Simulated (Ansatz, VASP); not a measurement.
## HfN: VASP beside Ansatz

```xyz
2
Lattice="0.0000 2.2590 2.2590 2.2590 0.0000 2.2590 2.2590 2.2590 0.0000" Properties=species:S:1:pos:R:3 pbc="T T T"
Hf    0.0000    0.0000    0.0000
N     2.2590    2.2590    2.2590
```

Alike in both runs: task electric field gradients; functional PBE; k mesh 10 × 10 × 10; occupations fermi-dirac, width 0.03 eV; non-collinear spin, spin-orbit coupling.

```csv
,VASP,Ansatz
version,VASP 6.6.1,Ansatz 0.2.0
potentials or method,"VASP PAW PBE potentials, release 64 (Hf_pv, N)","PAW with Ansatz's default frozen-core files, fully relativistic files with spin-orbit coupling"
plane-wave cutoff (eV),520,420
valence electrons in the cell,15,31
```

|  | VASP | Ansatz | Ansatz less VASP |
| --- | --- | --- | --- |
| pressure (GPa) | 3.3 | 5.1 | +1.81 |
| net moment per atom (μB) | 0.00 | 0.00 | 0.000 |

The functional is the same, so the differences come from potentials, cutoffs and numerics. VASP's potentials hold 15 valence electrons a cell and Ansatz's 31, so a difference there can come from the potentials and not from the codes.
